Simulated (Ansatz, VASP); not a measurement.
One calculation of Al3Cl, two programs

```
Al Cl
1.0
     5.41083    0.00000    0.00000
     0.00000    5.41083    0.00000
     0.00000    0.00000    5.41083
Al Cl
3 1
Direct
  0.00000 0.50000 0.50000
  0.50000 0.00000 0.50000
  0.50000 0.50000 0.00000
  0.50000 0.50000 0.50000
```

Alike in both runs: functional PBE; k mesh 5 × 5 × 5; occupations gaussian, width 0.2 eV; no spin polarisation.

Ansatz relaxed the structure, and its values are those at the end. VASP's run is a single point on that final structure, the one shown.

```csv
,VASP,Ansatz
version,VASP 6.6.1,Ansatz 0.2.0
potentials or method,"VASP PAW PBE potentials, release 64 (Al, Cl), cutoff 500 eV","scalar-relativistic, plane waves, PAW"
valence electrons in the cell,16,16
```

```tsv
	VASP	Ansatz	Ansatz less VASP
gap on the k mesh at the Fermi level (eV)	none	none	-
pressure (GPa)	0.1	0.1	+0.01
```

A gap of «none» marks a metal or a gap that the smearing closes. The functional is the same, so the differences come from potentials, cutoffs and numerics.
